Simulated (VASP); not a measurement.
Set up this calculation in VASP 6.6.1, as the native input.

| Item | Value |
| --- | --- |
| Task | single point |
| Functional | LDA |
| Potentials or basis | VASP PAW LDA potentials, release 64 (Mn_pv, S) |
| Cutoff | 520 eV |
| k mesh | 10 × 10 × 10 |
| Occupations | gaussian, width 0.05 eV |
| Spin | collinear spin, ferromagnetic start |
| Starting moments | [2.8, 0.0] μB |
| Hubbard terms | Mn d U = 4.0 eV |
| Dipole correction | no |
| Further INCAR settings | ALGO = Normal; EDIFF = 1e-06; NBANDS = 20 |

The structure of MnS lies in POSCAR:

```
MnS
1.0
    3.0990400000      0.0000000000      0.0000000000
    0.0000000000      3.0990400000      0.0000000000
    0.0000000000      0.0000000000      3.0990400000
Mn S
1 1
Direct
    0.5000000000      0.5000000000      0.5000000000
    0.0000000000      0.0000000000      0.0000000000
```

One way to write it, as run:

INCAR

```
SYSTEM = MnS
ALGO     = Normal         ! electronic algorithm
EDIFF    = 1E-6           ! SCF threshold, eV
ENCUT    = 520            ! plane-wave cutoff, eV
ISIF     = 2              ! what is computed and relaxed
ISMEAR   = 0              ! smearing method
ISPIN    = 2              ! spin polarisation
LASPH    = .True.         ! aspherical terms in the spheres
LCHARG   = .False.        ! write CHGCAR
LDAU     = .True.         ! DFT+U
LDAUJ    = 0 0          
LDAUL    = 2 -1           ! shell
LDAUPRINT= 1            
LDAUTYPE = 2            
LDAUU    = 4 0            ! U, eV
LMAXMIX  = 4              ! l up to which the mixer works
LORBIT   = 11             ! projections on sites
LREAL    = .False.        ! projectors in reciprocal space
LWAVE    = .False.        ! write WAVECAR
MAGMOM   = 2.8 0          ! initial moments
NBANDS   = 20             ! bands
NELM     = 150            ! most SCF steps
PREC     = Accurate       ! precision mode
SIGMA    = 0.05           ! smearing width, eV
```

KPOINTS

```
k-points
0
Gamma
  10 10 10
  0 0 0
```

Potentials or basis: VASP PAW LDA potentials, release 64 (Mn_pv, S).

Launch:

```sh
$ cat potpaw_LDA.64/Mn_pv/POTCAR potpaw_LDA.64/S/POTCAR > POTCAR
$ mpirun -np 1 vasp_std > vasp.out
```

Results of the run:

| Property | Result |
| --- | --- |
| Pressure | 7.2 GPa |
| Net moment | 4.73 μB per cell |
| Site moments | Mn +4.39; S +0.09 μB |
| Valence electrons inside the program's atomic spheres | Mn 11.37; S 3.75 |

Caveat: the cell stands under pressure; a cell with one magnetic atom can't hold antiferromagnetic order, which such compounds often take.

Wall time 68 s on 1 thread of Intel Xeon 8259CL, on a shared host, peak memory 0.17 GiB.
